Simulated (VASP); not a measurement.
Here is a VASP 6.6.1 calculation.

Contents of INCAR:

```
SYSTEM = PdI
ALGO = Normal
EDIFF = 1E-7
EDIFFG = -0.005
ENCUT = 600
IBRION = 2
ISIF = 3
ISMEAR = -1
LASPH = .TRUE.
LCHARG = .FALSE.
LREAL = .FALSE.
LWAVE = .FALSE.
NELM = 80
NSW = 32
PREC = Accurate
PSTRESS = 91.0
SIGMA = 0.1
```

KPOINTS

```
k-points
0
G
  13 13 13
  0 0 0
```

POSCAR

```
PdI
1.0
    0.0000000000      2.7162568232      2.7162568232
    2.7162568232      0.0000000000      2.7162568232
    2.7162568232      2.7162568232      0.0000000000
Pd I
1 1
Direct
    0.0000000000      0.0000000000      0.0000000000
    0.5000000000      0.5000000000      0.5000000000
```

Potentials or basis: VASP PAW LDA potentials, release 64 (Pd, I).

Launch:

```sh
$ cat potpaw_LDA.64/Pd/POTCAR potpaw_LDA.64/I/POTCAR > POTCAR
$ mpirun -np 1 vasp_std > vasp.out
```

(1) Estimate the space group after relaxing (to 0.05 Å).

(2) Estimate the relaxed cell.

Answers

(1) Fm-3m (No. 225).

(2) a = 3.842 Å, b = 3.842 Å, c = 3.842 Å, α = 60.00°, β = 60.00°, γ = 60.00°.

Caveat: an odd number of electrons without spin polarisation forces a metal; a magnetic or distorted state may lie lower.
